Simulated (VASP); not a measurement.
# Bi in VASP: notebook, part 3 of 3

VASP 6.6.1. The steps go on from the part before.

### 5 Electric field gradients, PBE

File INCAR:

```
SYSTEM = Bi
ALGO = Normal
EDIFF = 1E-8
ENCUT = 520
GGA = PE
ISIF = 2
ISMEAR = -1
LASPH = .TRUE.
LCHARG = .FALSE.
LEFG = .TRUE.
LREAL = .FALSE.
LWAVE = .FALSE.
NBANDS = 22
NELM = 60
PREC = Accurate
SIGMA = 0.03
```

File KPOINTS:

```
k-points
0
G
  9 9 3
  0 0 0
```

File POSCAR:

```
Bi
1.0
    4.5390002997      0.0000000000      0.0000000000
   -2.2695001499      3.9308895674      0.0000000000
    0.0000000000      0.0000000000     11.8290000000
Bi
2
Direct
    0.3333333333      0.6666666667      0.2500000000
    0.6666666667      0.3333333333      0.7500000000
```

Potentials or basis: VASP PAW PBE potentials, release 64 (Bi_d).

On the command line:

```sh
$ cat potpaw_PBE.64/Bi_d/POTCAR > POTCAR
$ mpirun -np 1 vasp_std > vasp.out
```

OUTCAR:

```text
SYSTEM = Bi
   EDIFF = 1E-8
   ENCUT = 520
   GGA = PE
   ISIF = 2
   ISMEAR = -1
   LASPH = .TRUE.
   LREAL = .FALSE.
   NELM = 60
   PREC = Accurate

 ion  position               nearest neighbor table
   1  0.333  0.667  0.250-
   2  0.667  0.333  0.750-

  LATTYP: Found a hexagonal cell.
 ALAT       =     4.5390002997
 C/A-ratio  =     2.6060804624

  Lattice vectors:

 A1 = (   4.5390002997,   0.0000000000,   0.0000000000)
 A2 = (  -2.2695001499,   3.9308895674,   0.0000000000)
 A3 = (   0.0000000000,   0.0000000000,  11.8290000000)

Analysis of symmetry for initial positions (statically):
=====================================================================
 Subroutine PRICEL returns:
 Original cell was already a primitive cell.

 Routine SETGRP: Setting up the symmetry group for a
[... 788 lines left out ...]
  energy-cutoff  :      520.00
  volume of cell :      211.06
      direct lattice vectors                 reciprocal lattice vectors
     4.539000300  0.000000000  0.000000000     0.220312830  0.127197672  0.000000000
    -2.269500150  3.930889567  0.000000000     0.000000000  0.254395343  0.000000000
     0.000000000  0.000000000 11.829000000     0.000000000  0.000000000  0.084538000

 POSITION                                       TOTAL-FORCE (eV/Angst)
 -----------------------------------------------------------------------------------
     -0.00000      2.62059      2.95725        -0.000000      0.000000      0.000000
      2.26950      1.31030      8.87175         0.000000     -0.000000      0.000000
 -----------------------------------------------------------------------------------
    total drift:                                0.000000     -0.000000      0.000000

  FREE ENERGIE OF THE ION-ELECTRON SYSTEM (eV)
  ---------------------------------------------------
  free  energy   TOTEN  =        -3.2212908159 eV

  energy  without entropy=       -3.1991340150  energy(sigma->0) =       -3.21021242

 Electric field gradients (V/A^2)
---------------------------------------------------------------------
 ion       V_xx      V_yy      V_zz      V_xy      V_xz      V_yz
---------------------------------------------------------------------
   1      67.148    67.150  -134.298     0.001    -0.000     0.000
   2      67.148    67.150  -134.298     0.001     0.000    -0.000
---------------------------------------------------------------------

 Electric field gradients after diagonalization (V/A^2)
 (convention: |V_zz| > |V_xx| > |V_yy|)
----------------------------------------------------------------------
 ion       V_xx      V_yy      V_zz     asymmetry (V_yy - V_xx)/ V_zz
----------------------------------------------------------------------
   1      67.150    67.147  -134.298       0.000
   2      67.150    67.147  -134.298       0.000
----------------------------------------------------------------------

           NMR quadrupolar parameters

 Cq : quadrupolar parameter    Cq=e*Q*V_zz/h
 eta: asymmetry parameters     (V_yy - V_xx)/ V_zz
 Q  : nuclear electric quadrupole moment in mb (millibarn)
----------------------------------------------------------------------
 ion       Cq(MHz)       eta       Q (mb)
----------------------------------------------------------------------
   1      -0.325       0.000       1.000
   2      -0.325       0.000       1.000
----------------------------------------------------------------------
```

OSZICAR:

```text
N       E                     dE             d eps       ncg     rms          rms(c)
DAV:   1     0.260657445374E+03    0.26066E+03   -0.14353E+04  1128   0.117E+03
DAV:   2     0.168268610671E+02   -0.24383E+03   -0.23991E+03  1152   0.316E+02
DAV:   3    -0.257396716140E+01   -0.19401E+02   -0.19206E+02  1236   0.116E+02
DAV:   4    -0.320753588366E+01   -0.63357E+00   -0.63308E+00  1288   0.234E+01
DAV:   5    -0.323003630796E+01   -0.22500E-01   -0.22500E-01  1514   0.404E+00    0.786E-01
DAV:   6    -0.321778237929E+01    0.12254E-01   -0.33964E-02  1240   0.138E+00    0.499E-01
DAV:   7    -0.321976481631E+01   -0.19824E-02   -0.40663E-02  1194   0.125E+00    0.128E-01
DAV:   8    -0.322097418614E+01   -0.12094E-02   -0.33400E-03  1152   0.685E-01    0.513E-02
DAV:   9    -0.322117947045E+01   -0.20528E-03   -0.19122E-04  1276   0.959E-02    0.272E-02
DAV:  10    -0.322128519880E+01   -0.10573E-03   -0.11460E-04  1288   0.460E-02    0.328E-03
DAV:  11    -0.322128945820E+01   -0.42594E-05   -0.39001E-06  1238   0.149E-02    0.169E-03
DAV:  12    -0.322129074337E+01   -0.12852E-05   -0.25851E-06  1116   0.101E-02    0.627E-04
DAV:  13    -0.322129083626E+01   -0.92895E-07   -0.11654E-07  1116   0.258E-03    0.290E-04
DAV:  14    -0.322129080729E+01    0.28971E-07   -0.50414E-08   912   0.957E-04    0.181E-04
DAV:  15    -0.322129081589E+01   -0.85975E-08   -0.98076E-10   876   0.305E-04
   1 F= -.32212908E+01 E0= -.32102124E+01  d E =-.221568E-01
```

stdout:

```text
POSCAR found type information on POSCAR Bi
 POSCAR found :  1 types and       2 ions
 scaLAPACK will be used
 LDA part: xc-table for (Slater+PW92), standard interpolation
 POSCAR, INCAR and KPOINTS ok, starting setup
 FFT: planning ... GRIDC
 FFT: planning ... GRID_SOFT
 FFT: planning ... GRID
 WAVECAR not read
 entering main loop
ion   1

ion   2
```

Wall time 2.5 min (1 thread of Intel Xeon Platinum 8175M at 2.50GHz (Skylake/Cascade Lake), shared host); peak memory 0.36 GiB.

Results:

```
Free energy                             : -3.2213 eV
Pressure                                : -3.3 GPa
Band gap on the k mesh                  : zero (bands 15 and 16 overlap by 2.13 eV)
Largest electric field gradient by atom : Bi -134.3 V/Å²
```

Stress tensor (GPa, compression positive):
```
-4.77  0.00  0.00
 0.00 -4.77  0.00
 0.00  0.00 -0.34
```

Electric field gradients, principal values (V/Å²):
| atom | least | middle | greatest (by size) |
| --- | --- | --- | --- |
| 1 Bi | 67.147 | 67.150 | -134.298 |
| 2 Bi | 67.147 | 67.150 | -134.298 |

Caveat: the cell stands under tension; without QUAD_EFG the Cq values of the log hold for a quadrupole moment of 1 mb, not for the nuclei; spin-orbit coupling is left out, which moves the levels of the heavy elements.

### 6 Electric field gradients, PBE (106.58 Å³/atom)

This run uses another cell than the first one.

File INCAR:

```
PREC     = Accurate       # precision mode
ENCUT    = 520            # plane-wave cutoff, eV
EDIFF    = 1E-8           # SCF threshold, eV
ISMEAR   = -1             # smearing method
SIGMA    = 0.03           # smearing width, eV
LREAL    = False          # projectors in reciprocal space
LASPH    = True           # aspherical terms in the spheres
NELM     = 100            # most SCF steps
ALGO     = Normal         # electronic algorithm
ISIF     = 2              # what is computed and relaxed
LWAVE    = False          # write WAVECAR
LCHARG   = False          # write CHGCAR
GGA      = PE             # functional
LEFG     = True         
NBANDS   = 22             # bands
```

File KPOINTS:

```
Automatic mesh
0
Gamma
  9 9 3
```

File POSCAR:

```
Bi
1.0
    4.5540801457      0.0000000000      0.0000000000
   -2.2770400729      3.9439490971      0.0000000000
    0.0000000000      0.0000000000     11.8682992920
Bi
2
Direct
    0.3333333333      0.6666666667      0.2500000000
    0.6666666667      0.3333333333      0.7500000000
```

Potentials or basis: VASP PAW PBE potentials, release 64 (Bi_d).

On the command line:

```sh
$ cat potpaw_PBE.64/Bi_d/POTCAR > POTCAR
$ mpirun -np 1 vasp_std > vasp.out
```

OUTCAR:

```text
PREC = Accurate
   ENCUT = 520
   EDIFF = 1E-8
   ISMEAR = -1
   LREAL = False
   LASPH = True
   NELM = 100
   ISIF = 2
   GGA = PE

 ion  position               nearest neighbor table
   1  0.333  0.667  0.250-
   2  0.667  0.333  0.750-

  LATTYP: Found a hexagonal cell.
 ALAT       =     4.5540801457
 C/A-ratio  =     2.6060804624

  Lattice vectors:

 A1 = (   4.5540801457,   0.0000000000,   0.0000000000)
 A2 = (  -2.2770400729,   3.9439490971,   0.0000000000)
 A3 = (   0.0000000000,   0.0000000000,  11.8682992920)
[... 808 lines left out ...]

  FREE ENERGIE OF THE ION-ELECTRON SYSTEM (eV)
  ---------------------------------------------------
  free  energy   TOTEN  =        -3.1785940107 eV

  energy  without entropy=       -3.1560373113  energy(sigma->0) =       -3.16731566

 Electric field gradients (V/A^2)
---------------------------------------------------------------------
 ion       V_xx      V_yy      V_zz      V_xy      V_xz      V_yz
---------------------------------------------------------------------
   1      67.985    67.986  -135.971     0.001     0.000    -0.000
   2      67.985    67.986  -135.971     0.001    -0.000     0.000
---------------------------------------------------------------------

 Electric field gradients after diagonalization (V/A^2)
 (convention: |V_zz| > |V_xx| > |V_yy|)
----------------------------------------------------------------------
 ion       V_xx      V_yy      V_zz     asymmetry (V_yy - V_xx)/ V_zz
----------------------------------------------------------------------
   1      67.987    67.985  -135.971       0.000
   2      67.987    67.985  -135.971       0.000
----------------------------------------------------------------------

           NMR quadrupolar parameters

 Cq : quadrupolar parameter    Cq=e*Q*V_zz/h
 eta: asymmetry parameters     (V_yy - V_xx)/ V_zz
 Q  : nuclear electric quadrupole moment in mb (millibarn)
----------------------------------------------------------------------
 ion       Cq(MHz)       eta       Q (mb)
----------------------------------------------------------------------
   1      -0.329       0.000       1.000
   2      -0.329       0.000       1.000
----------------------------------------------------------------------
```

stdout:

```text
POSCAR found type information on POSCAR Bi
 POSCAR found :  1 types and       2 ions
 scaLAPACK will be used
 LDA part: xc-table for (Slater+PW92), standard interpolation
 POSCAR, INCAR and KPOINTS ok, starting setup
 FFT: planning ... GRIDC
 FFT: planning ... GRID_SOFT
 FFT: planning ... GRID
 WAVECAR not read
 entering main loop
ion   1

ion   2
```

Wall time 2.8 min (1 thread of Intel Xeon Platinum 8175M at 2.50GHz (Skylake/Cascade Lake), shared host); peak memory 0.36 GiB.

What came out:

* Free energy: -3.1786 eV
* Pressure: -3.2 GPa
* Band gap on the k mesh: zero (bands 15 and 16 overlap by 2.09 eV)
* Largest electric field gradient by atom: Bi -136.0 V/Å²

Electric field gradients, principal values (V/Å²):
```csv
atom,least,middle,greatest (by size)
1 Bi,67.985,67.987,-135.971
2 Bi,67.985,67.987,-135.971
```

Caveat: the cell stands under tension; without QUAD_EFG the Cq values of the log hold for a quadrupole moment of 1 mb, not for the nuclei; spin-orbit coupling is left out, which moves the levels of the heavy elements.

### 7 Summary

```tsv
cell	gap on the mesh (eV)	pressure (GPa)
a = 4.539, b = 4.559, c = 11.829 Å, angles 90.2, 90.6, 120.4°, 2 atoms	none	-3.3
a = 4.509, b = 4.509, c = 11.750 Å, angles 90.0, 90.0, 120.0°, 2 atoms	none	-3.4
a = 4.524, b = 4.524, c = 11.789 Å, angles 90.0, 90.0, 120.0°, 2 atoms	none	-3.3
a = 4.539, b = 4.539, c = 11.829 Å, angles 90.0, 90.0, 120.0°, 2 atoms	none	-3.3
a = 4.554, b = 4.554, c = 11.868 Å, angles 90.0, 90.0, 120.0°, 2 atoms	none	-3.2
```

Alike in all rows: task electric field gradients; level PBE; potentials or basis VASP PAW PBE potentials, release 64 (Bi_d); no spin polarisation; k mesh 9 × 9 × 3; cutoff (eV) 520; smearing fermi-dirac 0.03 eV.

Caveats: the cell stands under tension; spin-orbit coupling is left out, which moves the levels of the heavy elements.

Absolute energies hang on the potentials; compare differences alone.
